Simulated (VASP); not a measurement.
A run of VASP 6.6.1:

The input INCAR:

```
PREC = Accurate
ENCUT = 520
EDIFF = 1E-6
ISMEAR = -1
SIGMA = 0.1
LREAL = F
LASPH = T
NELM = 100
ALGO = Normal
ISIF = 2
LWAVE = F
LCHARG = T
GGA = PS
LELF = T
LVHAR = T
NBANDS = 11
```

Contents of KPOINTS:

```
Automatic mesh
0
Gamma
  15 15 15
```

The input POSCAR:

```
Ba
1.0
   -2.3718572234      2.3718572234      2.3718572234
    2.3718572234     -2.3718572234      2.3718572234
    2.3718572234      2.3718572234     -2.3718572234
Ba
1
Direct
    0.0000000000      0.0000000000      0.0000000000
```

Potentials or basis: VASP PAW PBE potentials, release 64 (Ba_sv).

Run with:

```bash
$ cat potpaw_PBE.64/Ba_sv/POTCAR > POTCAR
$ mpirun -np 1 vasp_std > vasp.out
```

Hardware: 1 thread of Intel(R) Xeon(R) Platinum 8488C (Sapphire Rapids) (shared host).

Q: How long does it take, and how much memory?

A: It took 24 s on 1 thread of Intel(R) Xeon(R) Platinum 8488C (Sapphire Rapids), with other jobs on the host, peak memory 0.21 GiB. Counts: scf iterations 10, k points 120.
